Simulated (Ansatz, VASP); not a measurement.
Two plane-wave programs on BN

```
B N
1.0
     2.51218    0.00000    0.00000
    -1.25609    2.17561    0.00000
     0.00000    0.00000    8.17682
B N
2 2
Direct
  0.33333 0.66667 0.25000
  0.66667 0.33333 0.75000
  0.33333 0.66667 0.75000
  0.66667 0.33333 0.25000
```

Change from the starting cell: strain -0.0200 x Voigt [0, 0, 1, 0, 0, 0], atoms carried along.

Alike in both runs: task single point; functional PBE; k mesh 12 × 12 × 4; occupations gaussian, width 0.05 eV; no spin polarisation.

|  | VASP | Ansatz |
| --- | --- | --- |
| version | VASP 6.6.1 | Ansatz 0.2.0 |
| potentials or method | VASP PAW PBE potentials, release 64 (B, N), cutoff 520 eV | scalar-relativistic, plane waves, PAW |
| valence electrons in the cell | 16 | 16 |

Ansatz gave:

* gap on the k mesh at the Fermi level (eV): 4.44
* least direct gap on the mesh (eV): 4.66
* pressure (GPa): 0.0
* traceless stress, the component that is largest in VASP (GPa): 0.07

Q: Estimate VASP's values.

A: gap on the k mesh at the Fermi level (eV): 4.44; least direct gap on the mesh (eV): 4.65; pressure (GPa): 0.1; traceless stress, the component that is largest in VASP (GPa): -0.11.
